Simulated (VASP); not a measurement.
A run of VASP 6.6.1 is set up as follows.

INCAR

```
PREC = Accurate
ENCUT = 500
EDIFF = 1E-6
ISMEAR = 0
SIGMA = 0.01
LREAL = F
LASPH = T
NELM = 120
ALGO = Normal
ISIF = 2
LWAVE = F
LCHARG = F
GGA = PE
NBANDS = 15
GGA_COMPAT = F
```

KPOINTS

```
regular mesh
0
Gamma
  4 4 4
```

Contents of POSCAR:

```
BaS
1.0
    0.0000000000      3.1600000000      3.1600000000
    3.1600000000      0.0000000000      3.1600000000
    3.1600000000      3.1600000000      0.0000000000
Ba S
1 1
Direct
    0.0000000000      0.0000000000      0.0000000000
    0.5000000000      0.5000000000      0.5000000000
```

Potentials or basis: VASP PAW PBE potentials, release 64 (Ba_sv, S).

Run with:

```console
$ cat potpaw_PBE.64/Ba_sv/POTCAR potpaw_PBE.64/S/POTCAR > POTCAR
$ mpirun -np 1 vasp_std > vasp.out
```

(1) What does it give for the pressure?

(2) Estimate the band gap on the k mesh.

Results:

(1) 3.1 GPa.

(2) 2.04 eV, indirect (least direct gap 2.16 eV).

Caveat: the k points lie up to 0.43 Å⁻¹ apart; spin-orbit coupling is left out, which moves the levels of the heavy elements.
